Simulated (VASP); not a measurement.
TaTe: single point with PBE+D4

Crystal: TaTe.

```
CELL_PARAMETERS angstrom
3.39072 0.00000 0.00000
0.00000 3.39072 0.00000
0.00000 0.00000 3.39072
ATOMIC_POSITIONS crystal
Ta 0.50000 0.50000 0.50000
Te 0.00000 0.00000 0.00000
```

```json
{
  "Program": "VASP 6.6.1",
  "Task": "single point",
  "Functional": "PBE",
  "Dispersion": "D4",
  "Potentials or basis": "VASP PAW PBE potentials, release 64 (Ta_pv, Te)",
  "Cutoff": "520 eV",
  "k mesh": "8 × 8 × 8",
  "Occupations": "fermi-dirac, width 0.05 eV",
  "Spin": "no spin polarisation",
  "Dipole correction": "no",
  "Further INCAR settings": "ALGO = Normal; EDIFF = 1e-07; NBANDS = 16"
}
```

| Item | Value |
| --- | --- |
| Pressure | 0.1 GPa |
| Dispersion energy per atom | -0.509 eV |

Levels at points of the mesh, in eV from the Fermi level:
```csv
k point,band 7,band 8,band 9,band 10,band 11,band 12
"(0.00, 0.00, 0.00)",-1.44,-1.44,-1.44,1.45,1.45,1.45
"(0.50, 0.00, 0.00)",-3.02,-2.08,1.64,2.83,4.37,5.24
"(0.50, 0.50, 0.00)",-3.48,-0.28,-0.28,0.57,1.59,3.24
"(0.50, 0.50, 0.50)",-6.86,1.54,1.54,1.54,3.39,3.39
```

Wall time 38 s on 1 thread of Intel(R) Xeon(R) Platinum 8175M CPU @ 2.50GHz (Skylake/Cascade Lake), on a shared host, peak memory 0.17 GiB.

Caveat: spin-orbit coupling is left out, which moves the levels of the heavy elements; pairwise dispersion overbinds metals, which lowers pressure and volume.
